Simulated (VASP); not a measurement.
**Pt: single point with PBE**

The system is Pt.

```
CELL_PARAMETERS angstrom
0.00000 1.96090 1.96090
1.96090 0.00000 1.96090
1.96090 1.96090 0.00000
ATOMIC_POSITIONS crystal
Pt 0.00000 0.00000 0.00000
```

- Program: VASP 6.6.1
- Task: single point
- Functional: PBE
- Potentials or basis: VASP PAW PBE potentials, release 64 (Pt)
- Cutoff: 500 eV
- k mesh: 18 × 18 × 18
- Occupations: gaussian, width 0.1 eV
- Spin: no spin polarisation

```
Pressure               : 9.5 GPa
Band gap on the k mesh : zero (bands 5 and 6 overlap by 2.23 eV)
```

Levels at points of the mesh, in eV from the Fermi level:
```csv
k point,band 1,band 2,band 3,band 4,band 5,band 6,band 7,band 8,band 9,band 10
"(0.00, 0.00, 0.00)",-10.22,-3.79,-3.79,-3.79,-1.64,-1.64,14.64,19.60,19.60,19.60
"(0.50, 0.00, 0.00)",-7.33,-3.86,-3.86,-0.48,0.04,0.04,5.84,14.20,18.98,18.98
"(0.50, 0.50, 0.00)",-7.08,-6.62,0.00,0.49,0.49,1.78,8.88,11.39,11.39,20.15
```

Run time: 12 s on 1 thread of Intel Xeon 8259CL (shared host), peak memory 0.15 GiB.

Caveat: the cell stands under pressure; spin-orbit coupling is left out, which moves the levels of the heavy elements.
